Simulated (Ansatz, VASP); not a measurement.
GaP: VASP beside Ansatz

```xyz
2
Lattice="0.0000 2.7433 2.7433 2.7433 0.0000 2.7433 2.7433 2.7433 0.0000" Properties=species:S:1:pos:R:3 pbc="T T T"
Ga    0.0000    0.0000    0.0000
P     4.1149    4.1149    4.1149
```

Alike in both runs: task single point; functional r2SCANh; k mesh 4 × 4 × 4; occupations fermi-dirac, width 0.05 eV; no spin polarisation.

```csv
,VASP,Ansatz
version,VASP 6.6.1,Ansatz 0.2.0
potentials or method,"VASP PAW PBE potentials, release 64 (Ga_d, P)",Ansatz PAW
plane-wave cutoff (eV),520,500
valence electrons in the cell,18,18
```

```tsv
	VASP	Ansatz	Ansatz less VASP
gap on the k mesh at the Fermi level (eV)	2.44	2.41	-0.023
least direct gap on the mesh (eV)	2.76	2.76	0.000
pressure (GPa)	-1.8	-1.6	+0.13
```

VASP's potentials were made for PBE, not for r2SCANh.

The k mesh is coarse, so the values compare programs but aren't converged.
